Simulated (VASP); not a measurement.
# NaCl (Fm-3m) in VASP: a series of runs, part 3 of 3

VASP 6.6.1.

## 4. Vibrations by perturbation theory, PBEsol

This run uses another cell than the first one, of 18.40 Å³/atom.

INCAR reads:

```
SYSTEM = NaCl
  PREC = Accurate
  ENCUT = 520
  EDIFF = 1E-8
  ISMEAR = 0
  SIGMA = 0.01
  LREAL = .False.
  LASPH = .True.
  NELM = 80
  ALGO = Normal
  ISIF = 2
  LWAVE = .False.
  LCHARG = .False.
  GGA = PS
  IBRION = 8
  NSW = 1
```

KPOINTS reads:

```
regular mesh
0
Gamma
  8 8 8
  0 0 0
```

POSCAR reads:

```
NaCl
1.0
    2.6398180014      2.6398180014      0.0000000000
   -2.6398180014      2.6398180014      0.0000000000
    0.0000000000      2.6398180014      2.6398180014
Na Cl
1 1
Direct
    0.0000000000      0.0000000000      0.0000000000
    0.5000000000      0.5000000000      0.0000000000
```

Potentials or basis: VASP PAW PBE potentials, release 64 (Na_pv, Cl).

Started as:

```console
$ cat potpaw_PBE.64/Na_pv/POTCAR potpaw_PBE.64/Cl/POTCAR > POTCAR
$ mpirun -np 1 vasp_std > vasp.out
```

OUTCAR:

```text
SYSTEM = NaCl
   PREC = Accurate
   ENCUT = 520
   EDIFF = 1E-8
   ISMEAR = 0
   LREAL = .False.
   LASPH = .True.
   NELM = 80
   ISIF = 2
   GGA = PS
   IBRION = 8
   NSW = 1

 ion  position               nearest neighbor table
   1  0.000  0.000  0.000-   2 2.64   2 2.64   2 2.64   2 2.64   2 2.64   2 2.64
   2  0.500  0.500  0.000-   1 2.64   1 2.64   1 2.64   1 2.64   1 2.64   1 2.64

  LATTYP: Found a face centered cubic cell.
 ALAT       =     5.2796360028

  Lattice vectors:

 A1 = (   0.0000000000,   2.6398180014,   2.6398180014)
 A2 = (   2.6398180014,   0.0000000000,   2.6398180014)
 A3 = (   2.6398180014,   2.6398180014,   0.0000000000)

Analysis of symmetry for initial positions (statically):
=====================================================================
 Subroutine PRICEL returns:
 Original cell was already a primitive cell.

 Routine SETGRP: Setting up the symmetry group for a
 face centered cubic supercell.

 Subroutine GETGRP returns: Found 48 space group operations
 (whereof 48 operations were pure point group operations)
 out of a pool of 48 trial point group operations.

The static configuration has the point symmetry O_h .

Analysis of symmetry for dynamics (positions and initial velocities):
=====================================================================
 Subroutine PRICEL returns:
 Original cell was already a primitive cell.

 Routine SETGRP: Setting up the symmetry group for a
 face centered cubic supercell.

 Subroutine GETGRP returns: Found 48 space group operations
 (whereof 48 operations were pure point group operations)
 out of a pool of 48 trial point group operations.

The dynamic configuration has the point symmetry O_h .

 Subroutine INISYM returns: Found 48 space group operations
 (whereof 48 operations are pure point group operations),
 and found     1 'primitive' translations

----------------------------------------------------------------------------------------

                                     Primitive cell

  volume of cell :      36.7919

  direct lattice vectors                    reciprocal lattice vectors
     2.639818001  2.639818001  0.000000000     0.189406997  0.189406997 -0.189406997
    -2.639818001  2.639818001  0.000000000    -0.189406997  0.189406997 -0.189406997
     0.000000000  2.639818001  2.639818001     0.000000000  0.000000000  0.378813994

  length of vectors
     3.733266420  3.733266420  3.733266420     0.328062542  0.328062542  0.378813994

  position of ions in fractional coordinates (direct lattice)
     0.000000000  0.000000000  0.000000000
     0.500000000  0.500000000  0.000000000
[... 138 lines left out ...]
      3     -19.8400      2.00000
      4     -12.6666      2.00000
      5       0.5308      2.00000
      6       0.5308      2.00000
      7       0.5308      2.00000
      8       6.3064      0.00000
      9      11.6516      0.00000
     10      11.6517      0.00000
     11      11.6517      0.00000
[... 309 lines left out ...]
 k-point    24 :       0.5000    0.2500    0.1250
  band No.  band energies     occupation
      1     -19.9013      2.00000
      2     -19.8594      2.00000
      3     -19.8500      2.00000
      4     -12.0018      2.00000
      5      -1.7741      2.00000
      6      -0.5731      2.00000
      7      -0.0772      2.00000
      8       9.1421      0.00000
      9      10.6025      0.00000
     10      11.6123      0.00000
     11      12.8499      0.00000

 [... further k-points ...]

------------------------ aborting loop because EDIFF is reached ----------------------------------------

  FORCE on cell =-STRESS in cart. coord.  units (eV):
  Direction    XX          YY          ZZ          XY          YZ          ZX
  --------------------------------------------------------------------------------------
  -------------------------------------------------------------------------------------
  Total        1.6276999      1.6276999      1.6276999      0.0000000      0.0000000     -0.0000000
  in kB       70.8815126     70.8815126     70.8815126      0.0000000      0.0000000     -0.0000000
  external PRESSURE =      70.8815126 kB  Pullay stress =       0.0000000 kB

 VOLUME and BASIS-vectors are now :
 -----------------------------------------------------------------------------
  energy-cutoff  :      520.00
  volume of cell :       36.79
      direct lattice vectors                 reciprocal lattice vectors
     2.639818001  2.639818001  0.000000000     0.189406997  0.189406997 -0.189406997
    -2.639818001  2.639818001  0.000000000    -0.189406997  0.189406997 -0.189406997
     0.000000000  2.639818001  2.639818001     0.000000000  0.000000000  0.378813994

 POSITION                                       TOTAL-FORCE (eV/Angst)
 -----------------------------------------------------------------------------------
      0.00000      0.00000      0.00000        -0.000000     -0.000000      0.000000
      0.00000      2.63982      0.00000         0.000000      0.000000      0.000000
 -----------------------------------------------------------------------------------
    total drift:                               -0.000000      0.000000     -0.000000

  FREE ENERGIE OF THE ION-ELECTRON SYSTEM (eV)
  ---------------------------------------------------
  free  energy   TOTEN  =        -6.8618106004 eV

  energy  without entropy=       -6.8618106004  energy(sigma->0) =       -6.86181060

[... ionic steps 2 to 3 ...]

--------------------------------------- Ionic step        4  -------------------------------------------

------------------------ aborting loop because EDIFF is reached ----------------------------------------

[... ionic steps 5 to 6 ...]

--------------------------------------- Ionic step        7  -------------------------------------------

 Free energy of the ion-electron system (eV)
  ---------------------------------------------------
  ---------------------------------------------------
  free energy    TOTEN  =        -0.19147219 eV

  energy without entropy =       -0.19147219

------------------------ aborting loop because EDIFF is reached ----------------------------------------

 INTERNAL STRAIN TENSOR  FOR ION    2  DIRECTION 1   (eV/Angst):
 -----------------------------------------------------------------------------
    -0.01180 -0.00000 -0.00000
     0.00000  0.00083 -0.00000
     0.00000 -0.00000  0.00083

 INTERNAL STRAIN TENSOR FOR ION    2 for displacements in x,y,z  (eV/Angst):
          X           Y           Z          XY          YZ          ZX
  --------------------------------------------------------------------------------
  x     0.00000     0.00000     0.00000     0.00000     0.00000     0.00000
  y     0.00000     0.00000     0.00000     0.00000     0.00000     0.00000
  z     0.00000     0.00000     0.00000     0.00000     0.00000     0.00000

 SECOND DERIVATIVES (NOT SYMMETRIZED)
 ------------------------------------
               1X          1Y          1Z          2X          2Y          2Z
  1X    -3.135701    0.000000   -0.000000    3.135701   -0.000000    0.000000
  1Y    -0.000000   -3.135701    0.000000    0.000000    3.135701   -0.000000
  1Z     0.000000    0.000000   -3.135701   -0.000000   -0.000000    3.135701
  2X     3.147648   -0.000000    0.000000   -3.147648    0.000000   -0.000000
  2Y     0.000000    3.147648   -0.000000   -0.000000   -3.147648    0.000000
  2Z     0.000000    0.000000    3.147648   -0.000000   -0.000000   -3.147648

 Eigenvectors and eigenvalues of the dynamical matrix
 ----------------------------------------------------

   1 f  =    7.418459 THz    46.611554 2PiTHz  247.453162 cm-1    30.680268 meV
             X         Y         Z           dx          dy          dz
      0.000000  0.000000  0.000000    -0.778278    0.000000    0.000000
      0.000000  2.639818  0.000000     0.627919   -0.000000    0.000000
[... 21 lines left out ...]
   6 f/i=    0.006894 THz     0.043314 2PiTHz    0.229947 cm-1     0.028510 meV
             X         Y         Z           dx          dy          dz
      0.000000  0.000000  0.000000    -0.000000    0.298048    0.552675
      0.000000  2.639818  0.000000    -0.000000    0.369417    0.685017

--------------------------------------------------------------------------------------------------------

 ELASTIC MODULI CONTR FROM IONIC RELAXATION (kBar)
 Direction    XX          YY          ZZ          XY          YZ          ZX
 --------------------------------------------------------------------------------
 XX           0.0000      0.0000      0.0000      0.0000      0.0000      0.0000
 YY           0.0000      0.0000      0.0000      0.0000      0.0000      0.0000
 ZZ           0.0000      0.0000      0.0000      0.0000      0.0000      0.0000
 XY           0.0000      0.0000      0.0000      0.0000      0.0000      0.0000
 YZ           0.0000      0.0000      0.0000      0.0000      0.0000      0.0000
 ZX           0.0000      0.0000      0.0000      0.0000      0.0000      0.0000
 --------------------------------------------------------------------------------
```

OSZICAR:

```text
N       E                     dE             d eps       ncg     rms          rms(c)
DAV:   1     0.976961160064E+02    0.97696E+02   -0.75172E+03   641   0.136E+03
DAV:   2     0.498486775668E+00   -0.97198E+02   -0.90184E+02   744   0.294E+02
DAV:   3    -0.686434793644E+01   -0.73628E+01   -0.73160E+01   766   0.817E+01
DAV:   4    -0.700884631272E+01   -0.14450E+00   -0.14435E+00   738   0.118E+01
[... 44 lines left out ...]
RMM:  12    -0.191472129028E+00   -0.21266E-06   -0.14735E-07  2373   0.391E-05    0.615E-06
RMM:  13    -0.191472197681E+00   -0.68653E-07    0.24417E-07  2236   0.244E-05    0.135E-06
RMM:  14    -0.191472195557E+00    0.21241E-08    0.19825E-07  2142   0.158E-05    0.127E-06
RMM:  15    -0.191472189090E+00    0.64676E-08    0.11144E-07  1674   0.137E-05    0.104E-07
RMM:  16    -0.191472188916E+00    0.17347E-09    0.10266E-07  1401   0.132E-05    0.108E-07
RMM:  17    -0.191472188747E+00    0.16915E-09    0.10296E-07  1241   0.131E-05    0.191E-08
 Linear response finished
```

Run time: 98 s. Hardware: 1 thread of Intel Xeon Platinum 8259CL at 2.50GHz (Skylake/Cascade Lake), shared host; peak memory 0.2 GiB.

What came out:

* Highest phonon frequency at Γ, LO-TO splitting left out: 247 cm⁻¹

Phonon frequencies in cm⁻¹ (negative: imaginary):
```tsv
q point	frequencies
(0.000, 0.000, 0.000)	0 0 0 247 247 247
```

Caveat: the cell stands under pressure or tension, which shifts response properties; the PAW data sets were made with another functional, which shifts forces and pressure a little.
